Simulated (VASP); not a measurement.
The system is Ga.

```
Ga
1.0
     1.41012   -4.10547    0.00000
     1.41012    4.10547    0.00000
    -0.11975    0.00000    3.39524
Ga
2
Direct
  0.13100 0.86900 0.75000
  0.86900 0.13100 0.25000
```

Program: VASP 6.6.1. Alike in all runs: task single point; no spin polarisation; cell as given; k mesh 10 × 10 × 8; cutoff (eV) 520; smearing fermi-dirac 0.05 eV.

Order these runs on this cell by their pressure, lowest first.
A. level LDA; potentials or basis VASP PAW LDA potentials, release 64 (Ga_d); further INCAR settings ALGO = Fast; EDIFF = 1e-07; NBANDS = 20
B. level PBE; potentials or basis VASP PAW PBE potentials, release 64 (Ga_d); further INCAR settings ALGO = Fast; EDIFF = 1e-06; NBANDS = 20
C. level PBEsol; potentials or basis VASP PAW PBE potentials, release 64 (Ga_d); further INCAR settings ALGO = Fast; EDIFF = 1e-06; NBANDS = 20

A (-6.1 GPa), C (-4.5 GPa), B (-1.3 GPa).

Caveats: the PAW data sets were made with another functional, which shifts forces and pressure a little (some runs).
